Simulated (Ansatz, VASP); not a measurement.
## Two plane-wave programs on SnTe3

```
Sn Te
1.0
     6.38826    0.00000    0.00000
    -3.19413    5.53239    0.00000
     0.00000    0.00000    5.46461
Sn Te
1 3
Direct
  0.00000 0.00000 0.00000
  0.50000 0.00000 0.00000
  0.00000 0.50000 0.00000
  0.50000 0.50000 0.00000
```

Alike in both runs: functional PBE; k mesh 6 × 6 × 4; occupations gaussian, width 0.1 eV; no spin polarisation.

Ansatz relaxed the structure, and its values are those at the end. VASP's run is a single point on that final structure, the one shown.

|  | VASP | Ansatz |
| --- | --- | --- |
| version | VASP 6.6.1 | Ansatz 0.2.0 |
| potentials or method | VASP PAW PBE potentials, release 64 (Sn_d, Te), cutoff 520 eV | scalar-relativistic, plane waves, PAW |
| valence electrons in the cell | 32 | 62 |

|  | VASP | Ansatz | Ansatz less VASP |
| --- | --- | --- | --- |
| gap on the k mesh at the Fermi level (eV) | none | none | - |
| pressure (GPa) | 0.0 | 0.1 | +0.03 |

A gap of «none» marks a metal or a gap that the smearing closes. With one functional, cell and mesh, what is left measures potentials, basis and numerics. VASP's potentials hold 32 valence electrons a cell and Ansatz's 62, so a difference there can come from the potentials and not from the codes.

Neither program's run includes spin-orbit coupling.
